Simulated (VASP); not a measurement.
# RuC5 (P6/mmm) in VASP: single point with PBE

Aim: the single point of RuC5 with PBE.

All numbers are computed with VASP 6.6.1; they aren't measurements. Logs are shortened: lines on timing, memory, paths and dates and some standing lists are left out, and cuts for length are marked.

## Step 1: The cell of the first run

The structure is hexagonal, space group P6/mmm (No. 191). Conventional cell: a = 4.806 Å, b = 4.806 Å, c = 2.801 Å, α = 90.00°, β = 90.00°, γ = 120.00°. Within 3.2 Å of Ru (site symmetry 6/mmm) lie 12 C at 2.40 to 2.77 Å and 2 Ru at 2.80 Å. C (site symmetry mmm) has 2 C at 1.39 Å within 1.9 Å. Within 1.9 Å of C (site symmetry -6m2) lie 3 C at 1.39 Å.

The cell was generated, and may not be a known phase.

## Step 2: Single point, PBE

The input, INCAR:

```
  ALGO = Normal
  EDIFF = 1E-6
  ENCUT = 700
  GGA = PE
  GGA_COMPAT = F
  ISIF = 2
  ISMEAR = 0
  LASPH = T
  LCHARG = F
  LREAL = F
  LWAVE = F
  NBANDS = 27
  NELM = 120
  PREC = Accurate
  SIGMA = 0.1
```

The input, KPOINTS:

```
k-points
0
Gamma
  6 6 6
```

The input, POSCAR:

```
RuC5
1.0
    4.8059603139      0.0000000000      0.0000000000
   -2.4029801570      4.1620837214      0.0000000000
    0.0000000000      0.0000000000      2.8007449400
Ru C
1 5
Direct
    0.0000000000      0.0000000000      0.0000000000
    0.5000000000      0.0000000000      0.0000000000
    0.0000000000      0.5000000000      0.0000000000
    0.5000000000      0.5000000000      0.0000000000
    0.3333333333      0.6666666667      0.0000000000
    0.6666666667      0.3333333333      0.0000000000
```

Potentials or basis: VASP PAW PBE potentials, release 64 (Ru_sv, C).

Run with:

```console
$ cat potpaw_PBE.64/Ru_sv/POTCAR potpaw_PBE.64/C/POTCAR > POTCAR
$ mpirun -np 1 vasp_std > vasp.out
```

OUTCAR:

```text
EDIFF = 1E-6
   ENCUT = 700
   GGA = PE
   ISIF = 2
   ISMEAR = 0
   LASPH = T
   LREAL = F
   NELM = 120
   PREC = Accurate

 ion  position               nearest neighbor table
   1  0.000  0.000  0.000-   4 2.40   4 2.40   2 2.40   2 2.40   3 2.40   3 2.40
   2  0.500  0.000  0.000-   5 1.39   6 1.39   1 2.40   1 2.40
   3  0.000  0.500  0.000-   5 1.39   6 1.39   1 2.40   1 2.40
   4  0.500  0.500  0.000-   5 1.39   6 1.39   1 2.40   1 2.40
   5  0.333  0.667  0.000-   3 1.39   2 1.39   4 1.39
   6  0.667  0.333  0.000-   3 1.39   2 1.39   4 1.39

  LATTYP: Found a hexagonal cell.
 ALAT       =     4.8059603139
 C/A-ratio  =     0.5827648913

  Lattice vectors:

 A1 = (   4.8059603139,   0.0000000000,   0.0000000000)
 A2 = (  -2.4029801570,   4.1620837214,   0.0000000000)
 A3 = (   0.0000000000,   0.0000000000,   2.8007449400)

Analysis of symmetry for initial positions (statically):
=====================================================================
 Subroutine PRICEL returns:
 Original cell was already a primitive cell.

 Routine SETGRP: Setting up the symmetry group for a
 hexagonal supercell.

 Subroutine GETGRP returns: Found 24 space group operations
 (whereof 24 operations were pure point group operations)
 out of a pool of 24 trial point group operations.

The static configuration has the point symmetry D_6h.

Analysis of symmetry for dynamics (positions and initial velocities):
=====================================================================
 Subroutine PRICEL returns:
 Original cell was already a primitive cell.

 Routine SETGRP: Setting up the symmetry group for a
 hexagonal supercell.

 Subroutine GETGRP returns: Found 24 space group operations
 (whereof 24 operations were pure point group operations)
 out of a pool of 24 trial point group operations.

The dynamic configuration has the point symmetry D_6h.

 Subroutine INISYM returns: Found 24 space group operations
 (whereof 24 operations are pure point group operations),
 and found     1 'primitive' translations

----------------------------------------------------------------------------------------

                                     Primitive cell

  volume of cell :      56.0228

  direct lattice vectors                    reciprocal lattice vectors
     4.805960314  0.000000000  0.000000000     0.208074960  0.120132134  0.000000000
    -2.402980157  4.162083721  0.000000000     0.000000000  0.240264268  0.000000000
     0.000000000  0.000000000  2.800744940     0.000000000  0.000000000  0.357047865

  length of vectors
     4.805960314  4.805960314  2.800744940     0.240264268  0.240264268  0.357047865

  position of ions in fractional coordinates (direct lattice)
     0.000000000  0.000000000  0.000000000
     0.500000000  0.000000000  0.000000000
     0.000000000  0.500000000  0.000000000
     0.500000000  0.500000000  0.000000000
     0.333333333  0.666666667  0.000000000
     0.666666667  0.333333333  0.000000000

  ion indices of the primitive-cell ions
   primitive index   ion index
                 1           1
                 2           2
                 3           3
                 4           4
                 5           5
                 6           6

----------------------------------------------------------------------------------------

 KPOINTS: k-points

Automatic generation of k-mesh.
 Grid dimensions read from file:
 generate k-points for:    6    6    6

 Generating k-lattice:

  Cartesian coordinates                     Fractional coordinates (reciprocal lattice)
     0.034679160  0.020022022  0.000000000     0.166666667  0.000000000  0.000000000
     0.000000000  0.040044045  0.000000000     0.000000000  0.166666667  0.000000000
     0.000000000  0.000000000  0.059507977     0.000000000  0.000000000  0.166666667

  Length of vectors
     0.040044045  0.040044045  0.059507977

  Shift w.r.t. Gamma in fractional coordinates (k-lattice)
     0.000000000  0.000000000  0.000000000

 Subroutine IBZKPT returns following result:
 ===========================================

 Found     28 irreducible k-points:

 Following reciprocal coordinates:
            Coordinates               Weight
  0.000000  0.000000  0.000000      1.000000
  0.166667 -0.000000  0.000000      6.000000
  0.333333 -0.000000  0.000000      6.000000
  0.500000  0.000000  0.000000      3.000000
  0.166667  0.166667  0.000000      6.000000
  0.333333  0.166667  0.000000     12.000000
[... 16 lines left out ...]
  0.166667 -0.000000  0.500000      6.000000
  0.333333 -0.000000  0.500000      6.000000
 [... further k-points ...]
   k-points           NKPTS =     28   k-points in BZ     NKDIM =     28   number of bands    NBANDS=     27
   number of dos      NEDOS =    301   number of ions     NIONS =      6
   total plane-waves  NPLWV =  42336
   dimension x,y,z NGX =    42 NGY =   42 NGZ =   24
   dimension x,y,z NGXF=    84 NGYF=   84 NGZF=   48
   ions per type =               1   5
   NGX,Y,Z   is equivalent  to a cutoff of  14.53, 14.53, 14.25 a.u.
   NGXF,Y,Z  is equivalent  to a cutoff of  29.06, 29.06, 28.49 a.u.
 SYSTEM =  unknown system
   PREC   = accura    normal or accurate (medium, high low for compatibility)
   ISTART =      0    job   : 0-new  1-cont  2-samecut
   ICHARG =      2    charge: 1-file 2-atom 10-const
   ISPIN  =      1    spin polarized calculation?
   LNONCOLLINEAR =      F non collinear calculations
   LSORBIT =      F    spin-orbit coupling
   LASPH  =      T    aspherical Exc in radial PAW
   ENCUT  =  700.0 eV  51.45 Ry    7.17 a.u.  10.37 10.37  6.04*2*pi/ulx,y,z
   NELM   =    120;   NELMIN=  2; NELMDL= -5     # of ELM steps
   EDIFF  = 0.1E-05   stopping-criterion for ELM
   LREAL  =      F    real-space projection
   EDIFFG = 0.1E-04   stopping-criterion for IOM
   NSW    =      0    number of steps for IOM
   IBRION =     -1    ionic relax: 0-MD 1-quasi-New 2-CG
   NFREE  =      0    steps in history (QN), initial steepest desc. (CG)
   ISIF   =      2    stress and relaxation
   ISYM   =      2    0-nonsym 1-usesym 2-fastsym
   POTIM  = 0.5000    time-step for ionic-motion
   TEBEG  =    0.0;   TEEND  =   0.0 temperature during run
   PSTRESS=    0.0 pullay stress
   NELECT =      36.0000    total number of electrons
   NUPDOWN=      -1.0000    fix difference up-down
   EMIN   =  10.00;   EMAX   =-10.00  energy-range for DOS
   EFERMI =   0.00;   METHOD = LEGACY
   ISMEAR =     0;   SIGMA  =   0.10  broadening in eV -4-tet -1-fermi 0-gaus
   EFERMI_NEDOS =   21; number of points for ismear=-14 and -15
   IALGO  =     38    algorithm
   IMIX   =      4    mixing-type and parameters
     AMIX     =   0.40;   BMIX     =  1.00
     AMIX_MAG =   1.60;   BMIX_MAG =  1.00
  volume/ion in A,a.u.               =       9.34        63.01
  Fermi-wavevector in a.u.,A,eV,Ry     =   1.412714  2.669642 27.153962  1.995760
  Thomas-Fermi vector in A             =   2.534434
   LORBIT       =      0    0 simple, 1 ext, 2 COOP (PROOUT), +10 PAW based schemes
   GGA     = PE    functional components
   LHFCALC =     F    Hartree Fock is set to
   AEXX    =    0.0000 exact exchange contribution
   IVDW    =     0    specifies the selected vdW correction
   LEPSILON=     F    determine dielectric tensor
   LRPA    =     F    only Hartree local field effects (RPA)
 non-spin polarized calculation
 Gauss-broadening in eV      SIGMA  =   0.10
  energy-cutoff  :      700.00
  volume of cell :       56.02
 maximum number of plane-waves:      2388
 NGX is ok and might be reduce to    42
   NGX = 21   NGY = 21   NGZ = 13

 number of electron      35.9999998 magnetization

 Free energy of the ion-electron system (eV)
  ---------------------------------------------------
  ext. energy  EPLUGINS =         0.00000000
  ---------------------------------------------------
  free energy    TOTEN  =       -46.39586870 eV

  energy without entropy =      -46.37476272  energy(sigma->0) =      -46.38531571

 E-fermi :   7.3484     XC(G=0): -11.8223

 val. band max:        7.3451008745   @ k =   0.5000   0.0000   0.5000
 cond. band min:       7.4292727255   @ k =   0.1667  -0.0000   0.0000
 fundamental gap:      0.0841718510
 Fermi energy:         7.3483772945

 k-point     1 :       0.0000    0.0000    0.0000
  band No.  band energies     occupation
      1     -64.9145      2.00000
      2     -34.9865      2.00000
      3     -34.9865      2.00000
      4     -34.6249      2.00000
      5     -11.2000      2.00000
      6      -7.7772      2.00000
[... 19 lines left out ...]
     26      16.2470      0.00000
     27      17.5844      0.00000

 k-point     2 :       0.1667   -0.0000    0.0000
  band No.  band energies     occupation
      1     -64.9145      2.00000
      2     -34.9868      2.00000
      3     -34.9865      2.00000
      4     -34.6249      2.00000
      5     -11.0597      2.00000
      6      -8.2522      2.00000
[... 19 lines left out ...]
     26      16.2790      0.00000
     27      17.6222      0.00000

 k-point     3 :       0.3333   -0.0000    0.0000
  band No.  band energies     occupation
      1     -64.9145      2.00000
      2     -34.9874      2.00000
      3     -34.9867      2.00000
      4     -34.6249      2.00000
      5     -10.6773      2.00000
      6      -9.0462      2.00000
[... 19 lines left out ...]
     26      16.4298      0.00000
     27      16.5814      0.00000

 k-point     4 :       0.5000    0.0000    0.0000
  band No.  band energies     occupation
      1     -64.9145      2.00000
      2     -34.9878      2.00000
      3     -34.9868      2.00000
      4     -34.6249      2.00000
      5     -10.3240      2.00000
      6      -9.5463      2.00000
[... 19 lines left out ...]
     26      15.8582      0.00000
     27      16.5710      0.00000

 k-point     5 :       0.1667    0.1667    0.0000
  band No.  band energies     occupation
      1     -64.9145      2.00000
      2     -34.9872      2.00000
      3     -34.9867      2.00000
      4     -34.6249      2.00000
      5     -10.7961      2.00000
      6      -8.8318      2.00000
[... 19 lines left out ...]
     26      16.4876      0.00000
     27      16.8636      0.00000

 k-point     6 :       0.3333    0.1667    0.0000
  band No.  band energies     occupation
      1     -64.9145      2.00000
      2     -34.9876      2.00000
      3     -34.9869      2.00000
      4     -34.6249      2.00000
      5     -10.3584      2.00000
      6      -9.4801      2.00000
[... 444 lines left out ...]
      1     -64.8893      2.00000
      2     -34.9606      2.00000
      3     -34.9606      2.00000
      4     -34.8931      2.00000
      5      -9.2482      2.00000
      6      -9.2482      2.00000
[... 19 lines left out ...]
     26      16.0706      0.00000
     27      18.1375      0.00000

 k-point    22 :       0.0000    0.0000    0.5000
  band No.  band energies     occupation
      1     -64.8809      2.00000
      2     -34.9809      2.00000
      3     -34.9509      2.00000
      4     -34.9509      2.00000
      5     -10.1317      2.00000
      6      -7.0713      2.00000
[... 19 lines left out ...]
     26      17.4532      0.00000
     27      17.4532      0.00000

 k-point    23 :       0.1667   -0.0000    0.5000
  band No.  band energies     occupation
      1     -64.8809      2.00000
      2     -34.9808      2.00000
      3     -34.9511      2.00000
      4     -34.9509      2.00000
      5     -10.0016      2.00000
      6      -7.4718      2.00000
[... 19 lines left out ...]
     26      17.4965      0.00000
     27      18.0636      0.00000

 k-point    24 :       0.3333   -0.0000    0.5000
  band No.  band energies     occupation
      1     -64.8809      2.00000
      2     -34.9808      2.00000
      3     -34.9517      2.00000
      4     -34.9511      2.00000
      5      -9.6481      2.00000
      6      -8.1724      2.00000
[... 19 lines left out ...]
     26      17.2719      0.00000
     27      18.9248      0.00000

 [... further k-points ...]
[... 5 lines left out ...]
  --------------------------------------------------------------------------------------
  -------------------------------------------------------------------------------------
  Total       -0.2255125     -0.2255125     -0.1926556      0.0000000      0.0000000      0.0000000
  in kB       -6.4493615     -6.4493615     -5.5096974      0.0000000      0.0000000      0.0000000
  external PRESSURE =      -6.1361402 kB  Pullay stress =       0.0000000 kB

 VOLUME and BASIS-vectors are now :
 -----------------------------------------------------------------------------
  energy-cutoff  :      700.00
  volume of cell :       56.02
      direct lattice vectors                 reciprocal lattice vectors
     4.805960314  0.000000000  0.000000000     0.208074960  0.120132134  0.000000000
    -2.402980157  4.162083721  0.000000000     0.000000000  0.240264268  0.000000000
     0.000000000  0.000000000  2.800744940     0.000000000  0.000000000  0.357047865

 POSITION                                       TOTAL-FORCE (eV/Angst)
 -----------------------------------------------------------------------------------
      0.00000      0.00000      0.00000         0.000000      0.000000      0.000000
      2.40298      0.00000      0.00000         0.000000      0.000000      0.000000
     -1.20149      2.08104      0.00000         0.000000      0.000000      0.000000
      1.20149      2.08104      0.00000         0.000000      0.000000      0.000000
     -0.00000      2.77472      0.00000         0.000000     -0.000000      0.000000
      2.40298      1.38736      0.00000        -0.000000      0.000000      0.000000
 -----------------------------------------------------------------------------------
    total drift:                               -0.000000      0.000000     -0.000000

  FREE ENERGIE OF THE ION-ELECTRON SYSTEM (eV)
  ---------------------------------------------------
  free  energy   TOTEN  =       -46.3958687014 eV

  energy  without entropy=      -46.3747627228  energy(sigma->0) =      -46.38531571
```

Wall time 69 s (1 thread of Intel Xeon Platinum 8259CL at 2.50GHz (Skylake/Cascade Lake), shared host); peak memory 0.22 GiB.

What came out:

- Free energy: -46.3959 eV
- Pressure: -0.6 GPa
- Band gap on the k mesh: zero (bands 18 and 19 overlap by 0.83 eV)

Stress tensor (GPa, compression positive):
```
-0.64  0.00  0.00
 0.00 -0.64  0.00
 0.00  0.00 -0.55
```

Caveat: the k points lie up to 0.37 Å⁻¹ apart, too coarse for converged energies and pressures of a metal.

The gap in the log of VASP goes by the Fermi energy; the results here count the filled bands.